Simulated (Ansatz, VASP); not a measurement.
# One calculation of Be3TeSe2, two programs

```
Be Te Se
1.0
    -2.57964    2.57964    4.47776
     2.57964   -2.57964    4.47776
     2.57964    2.57964   -4.47776
Be Te Se
3 1 2
Cartesian
  2.5796 0.0000 3.2071
  0.0000 2.5796 3.2071
  0.0000 0.0000 1.1571
  0.0000 0.0000 7.7688
  0.0000 2.5796 0.9750
  2.5796 0.0000 0.9750
```

Alike in both runs: functional PBE; k mesh 3 × 3 × 3; occupations gaussian, width 0.15 eV; no spin polarisation.

Ansatz relaxed the structure, and its values are those at the end. VASP's run is a single point on that final structure, the one shown.

|  | VASP | Ansatz |
| --- | --- | --- |
| version | VASP 6.6.1 | Ansatz 0.2.0 |
| potentials or method | VASP PAW PBE potentials, release 64 (Be, Te, Se), cutoff 600 eV | scalar-relativistic, plane waves, PAW |
| valence electrons in the cell | 24 | 54 |

```tsv
	VASP	Ansatz	Ansatz less VASP
gap on the k mesh at the Fermi level (eV)	none	none	-
pressure (GPa)	0.1	0.0	-0.11
rms of the force components (eV/Å)	0.020	0.015	-0.0046
```

A gap of «none» marks a metal or a gap that the smearing closes. The functional is the same, so the differences come from potentials, cutoffs and numerics. VASP's potentials hold 24 valence electrons a cell and Ansatz's 54, so a difference there can come from the potentials and not from the codes.

The k mesh is coarse, so the values compare programs but aren't converged. Neither program's run includes spin-orbit coupling.
